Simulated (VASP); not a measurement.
# Ni (P6/mmm) in VASP: further runs

Ni is run at these levels: PBE; tasks: single point.

Everything below comes from runs of VASP 6.6.1. Logs are shortened: lines on timing, memory, paths and dates and some standing lists are left out, and cuts for length are marked.

## 1. The cell of the first run

It takes space group P6/mmm (No. 191, hexagonal). The conventional cell has a = 2.412 Å, b = 2.412 Å, c = 2.348 Å, α = 90.00°, β = 90.00°, γ = 120.00°. Ni (site symmetry 6/mmm) has 8 Ni at 2.35 to 2.41 Å within 3.1 Å.

## 2. Single point, PBE, collinear spin, ferromagnetic start

File INCAR:

```
SYSTEM = Ni
  PREC = Accurate
  ENCUT = 520
  EDIFF = 1E-6
  ISMEAR = 0
  SIGMA = 0.1
  LREAL = .False.
  LASPH = .True.
  NELM = 150
  ALGO = Normal
  ISIF = 2
  LWAVE = .False.
  LCHARG = .True.
  ISPIN = 2
  MAGMOM = 0.65
  LORBIT = 11
  LMAXMIX = 4
  GGA = PE
  LELF = .True.
  LVHAR = .True.
  NBANDS = 15
```

File KPOINTS:

```
Automatic mesh
0
Gamma
  27 27 24
  0 0 0
```

File POSCAR:

```
Ni
1.0
    2.4117546902      0.0000000000      0.0000000000
   -1.2058773451      2.0886408295      0.0000000000
    0.0000000000      0.0000000000      2.3483548998
Ni
1
Direct
    0.0000000000      0.0000000000      0.0000000000
```

Potentials or basis: VASP PAW PBE potentials, release 64 (Ni).

Command:

```
> cat potpaw_PBE.64/Ni/POTCAR > POTCAR
> mpirun -np 1 vasp_std > vasp.out
```

OUTCAR:

```text
SYSTEM = Ni
   PREC = Accurate
   ENCUT = 520
   EDIFF = 1E-6
   ISMEAR = 0
   LREAL = .False.
   LASPH = .True.
   NELM = 150
   ISIF = 2
   ISPIN = 2
   LORBIT = 11
   GGA = PE

 ion  position               nearest neighbor table
   1  0.000  0.000  0.000-

  LATTYP: Found a hexagonal cell.
 ALAT       =     2.4117546902
 C/A-ratio  =     0.9737121729

  Lattice vectors:

 A1 = (   2.4117546902,   0.0000000000,   0.0000000000)
 A2 = (  -1.2058773451,   2.0886408295,   0.0000000000)
 A3 = (   0.0000000000,   0.0000000000,   2.3483548998)

Analysis of symmetry for initial positions (statically):
=====================================================================
 Subroutine PRICEL returns:
 Original cell was already a primitive cell.

 Routine SETGRP: Setting up the symmetry group for a
 hexagonal supercell.

 Subroutine GETGRP returns: Found 24 space group operations
 (whereof 24 operations were pure point group operations)
 out of a pool of 24 trial point group operations.

The static configuration has the point symmetry D_6h.

Analysis of symmetry for dynamics (positions and initial velocities):
=====================================================================
 Subroutine PRICEL returns:
 Original cell was already a primitive cell.

 Routine SETGRP: Setting up the symmetry group for a
 hexagonal supercell.

 Subroutine GETGRP returns: Found 24 space group operations
 (whereof 24 operations were pure point group operations)
 out of a pool of 24 trial point group operations.

The dynamic configuration has the point symmetry D_6h.

Analysis of structural, dynamic, and magnetic symmetry:
=====================================================================
 Subroutine PRICEL returns:
 Original cell was already a primitive cell.

 Routine SETGRP: Setting up the symmetry group for a
 hexagonal supercell.

 Subroutine GETGRP returns: Found 24 space group operations
 (whereof 24 operations were pure point group operations)
 out of a pool of 24 trial point group operations.

The overall configuration has the point symmetry D_6h.

 Subroutine INISYM returns: Found 24 space group operations
 (whereof 24 operations are pure point group operations),
 and found     1 'primitive' translations

----------------------------------------------------------------------------------------

                                     Primitive cell

  volume of cell :      11.8293

  direct lattice vectors                    reciprocal lattice vectors
     2.411754690  0.000000000  0.000000000     0.414635868  0.239390130  0.000000000
    -1.205877345  2.088640830  0.000000000     0.000000000  0.478780260  0.000000000
     0.000000000  0.000000000  2.348354900     0.000000000  0.000000000  0.425830014

  length of vectors
     2.411754690  2.411754690  2.348354900     0.478780260  0.478780260  0.425830014

  position of ions in fractional coordinates (direct lattice)
     0.000000000  0.000000000  0.000000000

  ion indices of the primitive-cell ions
   primitive index   ion index
                 1           1

----------------------------------------------------------------------------------------

 KPOINTS: Automatic mesh

Automatic generation of k-mesh.
 Grid dimensions read from file:
 generate k-points for:   27   27   24

 Generating k-lattice:

  Cartesian coordinates                     Fractional coordinates (reciprocal lattice)
     0.015356884  0.008866301  0.000000000     0.037037037  0.000000000  0.000000000
     0.000000000  0.017732602  0.000000000     0.000000000  0.037037037  0.000000000
     0.000000000  0.000000000  0.017742917     0.000000000  0.000000000  0.041666667

  Length of vectors
     0.017732602  0.017732602  0.017742917

  Shift w.r.t. Gamma in fractional coordinates (k-lattice)
     0.000000000  0.000000000  0.000000000

 Subroutine IBZKPT returns following result:
 ===========================================

 Found    975 irreducible k-points:

 Following reciprocal coordinates:
            Coordinates               Weight
  0.000000  0.000000  0.000000      1.000000
  0.037037 -0.000000  0.000000      6.000000
  0.074074 -0.000000  0.000000      6.000000
  0.111111 -0.000000  0.000000      6.000000
  0.148148 -0.000000  0.000000      6.000000
  0.185185 -0.000000  0.000000      6.000000
[... 16 lines left out ...]
  0.333333  0.037037  0.000000     12.000000
  0.370370  0.037037  0.000000     12.000000
 [... further k-points ...]
   k-points           NKPTS =    975   k-points in BZ     NKDIM =    975   number of bands    NBANDS=     15
   number of dos      NEDOS =    301   number of ions     NIONS =      1
   total plane-waves  NPLWV =   5832
   dimension x,y,z NGX =    18 NGY =   18 NGZ =   18
   dimension x,y,z NGXF=    36 NGYF=   36 NGZF=   36
   ions per type =               1
   NGX,Y,Z   is equivalent  to a cutoff of  12.41, 12.41, 12.74 a.u.
   NGXF,Y,Z  is equivalent  to a cutoff of  24.82, 24.82, 25.49 a.u.
 SYSTEM =  Ni
   PREC   = accura    normal or accurate (medium, high low for compatibility)
   ISTART =      0    job   : 0-new  1-cont  2-samecut
   ICHARG =      2    charge: 1-file 2-atom 10-const
   ISPIN  =      2    spin polarized calculation?
   LNONCOLLINEAR =      F non collinear calculations
   LSORBIT =      F    spin-orbit coupling
   LASPH  =      T    aspherical Exc in radial PAW
   ENCUT  =  520.0 eV  38.22 Ry    6.18 a.u.   4.48  4.48  4.37*2*pi/ulx,y,z
   NELM   =    150;   NELMIN=  2; NELMDL= -5     # of ELM steps
   EDIFF  = 0.1E-05   stopping-criterion for ELM
   LREAL  =      F    real-space projection
   EDIFFG = 0.1E-04   stopping-criterion for IOM
   NSW    =      0    number of steps for IOM
   IBRION =     -1    ionic relax: 0-MD 1-quasi-New 2-CG
   NFREE  =      0    steps in history (QN), initial steepest desc. (CG)
   ISIF   =      2    stress and relaxation
   ISYM   =      2    0-nonsym 1-usesym 2-fastsym
   POTIM  = 0.5000    time-step for ionic-motion
   TEBEG  =    0.0;   TEEND  =   0.0 temperature during run
   PSTRESS=    0.0 pullay stress
   NELECT =      10.0000    total number of electrons
   NUPDOWN=      -1.0000    fix difference up-down
   EMIN   =  10.00;   EMAX   =-10.00  energy-range for DOS
[... 5 lines left out ...]
     AMIX     =   0.40;   BMIX     =  1.00
     AMIX_MAG =   1.60;   BMIX_MAG =  1.00
  volume/ion in A,a.u.               =      11.83        79.83
  Fermi-wavevector in a.u.,A,eV,Ry     =   1.547942  2.925186 32.601243  2.396124
  Thomas-Fermi vector in A             =   2.652963
   LORBIT       =     11    0 simple, 1 ext, 2 COOP (PROOUT), +10 PAW based schemes
   GGA     = PE    functional components
   LHFCALC =     F    Hartree Fock is set to
   AEXX    =    0.0000 exact exchange contribution
   IVDW    =     0    specifies the selected vdW correction
   LEPSILON=     F    determine dielectric tensor
   LRPA    =     F    only Hartree local field effects (RPA)
 spin polarized calculation
 Gauss-broadening in eV      SIGMA  =   0.10
  energy-cutoff  :      520.00
  volume of cell :       11.83
 maximum number of plane-waves:       332
 NGX is ok and might be reduce to    18

 number of electron      10.0000000 magnetization       0.6500000

 number of electron       9.9999990 magnetization       0.4996795

 Free energy of the ion-electron system (eV)
  ---------------------------------------------------
  ext. energy  EPLUGINS =         0.00000000
  ---------------------------------------------------
  free energy    TOTEN  =        -5.07144506 eV

  energy without entropy =       -5.06134238  energy(sigma->0) =       -5.06639372

 E-fermi :   8.1634     XC(G=0): -12.7083

 val. band max:        8.1633028414   @ k =   0.4074   0.1111   0.2917
 cond. band min:       8.1635443676   @ k =   0.3333   0.1481   0.4167
 fundamental gap:      0.0002415262
 Fermi energy:         8.1633843643

 spin component 1

 k-point     1 :       0.0000    0.0000    0.0000
  band No.  band energies     occupation
      1      -0.1601      1.00000
      2       4.5800      1.00000
      3       6.0825      1.00000
      4       6.0825      1.00000
      5       7.8933      0.99993
      6       7.8933      0.99993
      7      26.7142      0.00000
      8      31.7639      0.00000
      9      31.8906      0.00000
     10      34.7205      0.00000
     11      34.7206      0.00000
     12      37.0275      0.00000
     13      37.0275      0.00000
     14      43.3878      0.00000
     15      54.6853      0.00000
[... 397 lines left out ...]
 k-point    24 :       0.3704    0.0370    0.0000
  band No.  band energies     occupation
      1       3.6515      1.00000
      2       4.9933      1.00000
      3       6.6668      1.00000
      4       6.8917      1.00000
      5       7.6853      1.00000
      6       7.8788      0.99997
      7      16.0004      0.00000
      8      25.3938      0.00000
      9      31.4421      0.00000
     10      33.4133      0.00000
     11      33.6257      0.00000
     12      41.3447      0.00000
     13      43.4365      0.00000
     14      48.4236      0.00000
     15      52.3931      0.00000

 [... further k-points ...]

 spin component 2

 k-point     1 :       0.0000    0.0000    0.0000
  band No.  band energies     occupation
      1      -0.1640      1.00000
      2       5.0243      1.00000
      3       6.6310      1.00000
      4       6.6310      1.00000
      5       8.4605      0.00001
      6       8.4605      0.00001
      7      26.7449      0.00000
      8      31.7816      0.00000
      9      31.8525      0.00000
     10      34.8272      0.00000
     11      34.8272      0.00000
     12      37.0746      0.00000
     13      37.0746      0.00000
     14      43.4737      0.00000
     15      55.8541      0.00000
[... 397 lines left out ...]
 k-point    24 :       0.3704    0.0370    0.0000
  band No.  band energies     occupation
      1       3.8815      1.00000
      2       5.4325      1.00000
      3       6.8979      1.00000
      4       7.4168      1.00000
      5       8.2451      0.12390
      6       8.4575      0.00002
      7      16.1992      0.00000
      8      25.4489      0.00000
      9      31.5324      0.00000
     10      33.4794      0.00000
     11      33.5868      0.00000
     12      41.3743      0.00000
     13      43.4602      0.00000
     14      48.4457      0.00000
     15      52.4979      0.00000

 [... further k-points ...]
[... 5 lines left out ...]
  --------------------------------------------------------------------------------------
  -------------------------------------------------------------------------------------
  Total       -0.0066499     -0.0066499     -0.0260728      0.0000000     -0.0000000      0.0000000
  in kB       -0.9006628     -0.9006628     -3.5313268      0.0000000     -0.0000000      0.0000000
  external PRESSURE =      -1.7775508 kB  Pullay stress =       0.0000000 kB

 VOLUME and BASIS-vectors are now :
 -----------------------------------------------------------------------------
  energy-cutoff  :      520.00
  volume of cell :       11.83
      direct lattice vectors                 reciprocal lattice vectors
     2.411754690  0.000000000  0.000000000     0.414635868  0.239390130  0.000000000
    -1.205877345  2.088640830  0.000000000     0.000000000  0.478780260  0.000000000
     0.000000000  0.000000000  2.348354900     0.000000000  0.000000000  0.425830014

 POSITION                                       TOTAL-FORCE (eV/Angst)
 -----------------------------------------------------------------------------------
      0.00000      0.00000      0.00000         0.000000      0.000000      0.000000
 -----------------------------------------------------------------------------------
    total drift:                                0.000000      0.000000      0.000000

  FREE ENERGIE OF THE ION-ELECTRON SYSTEM (eV)
  ---------------------------------------------------
  free  energy   TOTEN  =        -5.0714450615 eV

  energy  without entropy=       -5.0613423835  energy(sigma->0) =       -5.06639372

 total charge

# of ion       s       p       d       tot
------------------------------------------
    1        0.506   0.432   8.339   9.276

 magnetization (x)

# of ion       s       p       d       tot
------------------------------------------
    1       -0.004  -0.010   0.521   0.507
```

Wall time 3 min (1 thread of Intel Xeon Platinum 8488C (Sapphire Rapids), shared host); peak memory 0.34 GiB.

Results:

| Quantity | Value |
| --- | --- |
| Free energy | -5.0714 eV |
| Pressure | -0.2 GPa |
| Net moment | 0.50 μB per cell |
| Site moments | Ni +0.51 μB |
| Valence electrons inside the program's atomic spheres | Ni 9.28 |

## 3. Single point, PBE, collinear spin, ferromagnetic start

This run uses another cell than the first one: it holds 3 atoms, not 1.

File INCAR:

```
SYSTEM = Ni
PREC     = Accurate       ! precision mode
ENCUT    = 520            ! plane-wave cutoff, eV
EDIFF    = 1E-6           ! SCF threshold, eV
ISMEAR   = 0              ! smearing method
SIGMA    = 0.1            ! smearing width, eV
LREAL    = .FALSE.        ! projectors in reciprocal space
LASPH    = .TRUE.         ! aspherical terms in the spheres
NELM     = 150            ! most SCF steps
ALGO     = Normal         ! electronic algorithm
ISIF     = 2              ! what is computed and relaxed
LWAVE    = .FALSE.        ! write WAVECAR
LCHARG   = .FALSE.        ! write CHGCAR
ISPIN    = 2              ! spin polarisation
MAGMOM   = 2 2 2          ! initial moments
LORBIT   = 11             ! projections on sites
LMAXMIX  = 4              ! l up to which the mixer works
GGA      = PE             ! functional
NBANDS   = 26             ! bands
```

File KPOINTS:

```
regular mesh
0
G
  6 6 8
  0 0 0
```

File POSCAR:

```
Ni
1.0
    4.1129699552      0.0000000000      0.0000000000
   -2.0564849776      3.5619364662      0.0000000000
    0.0000000000      0.0000000000      2.5214294073
Ni
3
Direct
    0.0000000000      0.0000000000      0.0000000000
    0.3333333333      0.6666666667      0.5000000000
    0.6666666667      0.3333333333      0.5000000000
```

Potentials or basis: VASP PAW PBE potentials, release 64 (Ni).

Command:

```
> cat potpaw_PBE.64/Ni/POTCAR > POTCAR
> mpirun -np 1 vasp_std > vasp.out
```

Run time: 54 s. Hardware: 1 thread of Intel Xeon Platinum 8259CL at 2.50GHz (Skylake/Cascade Lake), shared host; peak memory 0.19 GiB.

Results (log left out):

```yaml
Free_energy: -15.8706 eV
Pressure: -14.6 GPa
Net_moment: 2.06 μB per cell
Site_moments: Ni +0.67, +0.72 μB
Valence_electrons_inside_the_program's_atomic_spheres: Ni 9.08, 9.16
```

Stress tensor (GPa, compression positive):
```
-14.06   0.00   0.00
  0.00 -14.06   0.00
  0.00   0.00 -15.78
```

Levels at points of the mesh, in eV from the Fermi level:
Spin up:
```csv
k point,band 14,band 15,band 16,band 17,band 18,band 19
"(0.00, 0.00, 0.00)",-1.44,-0.52,-0.52,5.61,5.61,5.64
"(0.50, 0.00, 0.00)",-0.78,-0.74,-0.73,-0.58,0.33,5.43
"(0.00, 0.00, 0.50)",-0.78,-0.32,0.63,1.21,9.14,9.39
"(0.50, 0.00, 0.50)",-0.62,-0.48,1.49,1.64,4.48,4.63
```
Spin down:
| k point | band 12 | band 13 | band 14 | band 15 | band 16 | band 17 |
| --- | --- | --- | --- | --- | --- | --- |
| (0.00, 0.00, 0.00) | -0.80 | -0.73 | -0.73 | 0.21 | 0.21 | 5.87 |
| (0.50, 0.00, 0.00) | -0.20 | -0.06 | -0.05 | -0.02 | 0.11 | 0.27 |
| (0.00, 0.00, 0.50) | -0.08 | 0.08 | 0.08 | 0.65 | 1.21 | 1.86 |
| (0.50, 0.00, 0.50) | -0.20 | -0.02 | 0.13 | 0.45 | 1.80 | 1.90 |

## 4. Single point, PBE, collinear spin, ferromagnetic start

This run uses another cell than the first one: it holds 3 atoms, not 1.

File INCAR:

```
SYSTEM = Ni
  PREC = Accurate
  ENCUT = 520
  EDIFF = 1E-7
  ISMEAR = 0
  SIGMA = 0.1
  LREAL = .FALSE.
  LASPH = .TRUE.
  NELM = 150
  ALGO = Normal
  ISIF = 2
  LWAVE = .FALSE.
  LCHARG = .TRUE.
  ISPIN = 2
  MAGMOM = 0.77 0.77 0.77
  LORBIT = 11
  LMAXMIX = 4
  GGA = PE
  LELF = .TRUE.
  LVHAR = .TRUE.
  NBANDS = 26
```

File KPOINTS:

```
regular mesh
0
G
  15 15 18
  0 0 0
```

File POSCAR:

```
Ni
1.0
    3.9897288468      0.0000000000      0.0000000000
   -1.9948644234      3.4552065356      0.0000000000
    0.0000000000      0.0000000000      2.4179760044
Ni
3
Direct
    0.0000000000      0.0000000000      0.0000000000
    0.3333333333      0.6666666667      0.5000000000
    0.6666666667      0.3333333333      0.5000000000
```

Command:

```
> cat potpaw_PBE.64/Ni/POTCAR > POTCAR
> mpirun -np 1 vasp_std > vasp.out
```

Wall time 7.7 min (1 thread of Intel Xeon Platinum 8259CL at 2.50GHz (Skylake/Cascade Lake), shared host); peak memory 0.4 GiB.

It converged, with:

```yaml
Free_energy: -16.0572 eV
Pressure: -0.1 GPa
Net_moment: 1.86 μB per cell
Site_moments: Ni +0.60, +0.65 μB
Valence_electrons_inside_the_program's_atomic_spheres: Ni 9.23, 9.32
```

Stress tensor (GPa, compression positive):
```
-0.01  0.00  0.00
 0.00 -0.01  0.00
 0.00  0.00 -0.14
```

Levels at points of the mesh, in eV from the Fermi level:
Spin up:
| k point | band 13 | band 14 | band 15 | band 16 | band 17 | band 18 | band 19 | band 20 |
| --- | --- | --- | --- | --- | --- | --- | --- | --- |
| (0.00, 0.00, 0.00) | -1.48 | -1.48 | -0.43 | -0.43 | 6.00 | 6.00 | 6.03 | 6.03 |
| (0.00, 0.00, 0.50) | -0.72 | -0.72 | -0.12 | 0.88 | 1.62 | 9.76 | 10.11 | 10.11 |
Spin down:
```csv
k point,band 11,band 12,band 13,band 14,band 15,band 16,band 17,band 18
"(0.00, 0.00, 0.00)",-0.87,-0.87,-0.82,-0.82,0.26,0.26,6.25,6.25
"(0.00, 0.00, 0.50)",-0.11,-0.11,0.07,0.07,0.74,1.39,2.19,9.79
```

## 5. Overview

```tsv
cell	k mesh	gap on the mesh (eV)	pressure (GPa)	moment (μB)
a = 2.412, b = 2.412, c = 2.348 Å, angles 90.0, 90.0, 120.0°, 1 atom	27 × 27 × 24	none	-0.2	0.50
a = 4.113, b = 4.113, c = 2.521 Å, angles 90.0, 90.0, 120.0°, 3 atoms	6 × 6 × 8	none	-14.6	2.06
a = 3.990, b = 3.990, c = 2.418 Å, angles 90.0, 90.0, 120.0°, 3 atoms	15 × 15 × 18	none	-0.1	1.86
```

Alike in all rows: task single point; level PBE; potentials or basis VASP PAW PBE potentials, release 64 (Ni); spin collinear, ferromagnetic start; cutoff (eV) 520; smearing gaussian 0.1 eV.

Total energies depend on the potentials used, so only differences within one code and one set of settings carry meaning.
